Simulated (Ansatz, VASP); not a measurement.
## One calculation of Re, two programs

File INCAR:

```
SYSTEM = Re
ALGO = Fast
EDIFF = 1E-7
ENCUT = 520
GGA = PE
ISIF = 2
ISMEAR = 0
LASPH = .TRUE.
LCHARG = .TRUE.
LELF = .TRUE.
LREAL = .FALSE.
LVHAR = .TRUE.
LWAVE = .FALSE.
NBANDS = 10
NELM = 60
PREC = Accurate
SIGMA = 0.15
```

File KPOINTS:

```
k-points
0
G
  10 10 10
  0 0 0
```

POSCAR

```
Re
1.0
    0.0000000000      1.9592182984      1.8608655398
    1.9592182984      0.0000000000      1.8608655398
    1.9592182984      1.9592182984      0.0000000000
Re
1
Direct
    0.0000000000      0.0000000000      0.0000000000
```

Input for Ansatz:

```yaml
crystal:
  lattice:
    - [0.0, 1.9592182984, 1.8608655398]
    - [1.9592182984, 0.0, 1.8608655398]
    - [1.9592182984, 1.9592182984, 0.0]
  atoms:
    - { symbol: Re, position: [0.0, 0.0, 0.0] }
basis:
  ecutwfc: 420
kpoints:
  mp_grid: { grid: [10, 10, 10] }
hamiltonian:
  xc: pbe
scf:
  occupations: { method: gaussian, width: 0.15 }
output:
  forces: true
  stress: true
  eigenvalues: true
```

Alike in both runs: task single point; functional PBE; k mesh 10 × 10 × 10; occupations gaussian, width 0.15 eV; no spin polarisation.

|  | VASP | Ansatz |
| --- | --- | --- |
| version | VASP 6.6.1 | Ansatz 0.2.0 |
| potentials or method | VASP PAW PBE potentials, release 64 (Re), cutoff 520 eV | scalar-relativistic, plane waves, PAW |
| valence electrons in the cell | 7 | 15 |

```csv
,VASP,Ansatz,Ansatz less VASP
gap on the k mesh at the Fermi level (eV),none,none,-
pressure (GPa),19.7,19.9,+0.18
"traceless stress, the component that is largest in VASP (GPa)",10.40,10.46,+0.059
```

A gap of «none» marks a metal or a gap that the smearing closes. VASP's potentials hold 7 valence electrons a cell and Ansatz's 15, so a difference there can come from the potentials and not from the codes.

Spin-orbit coupling is off throughout.
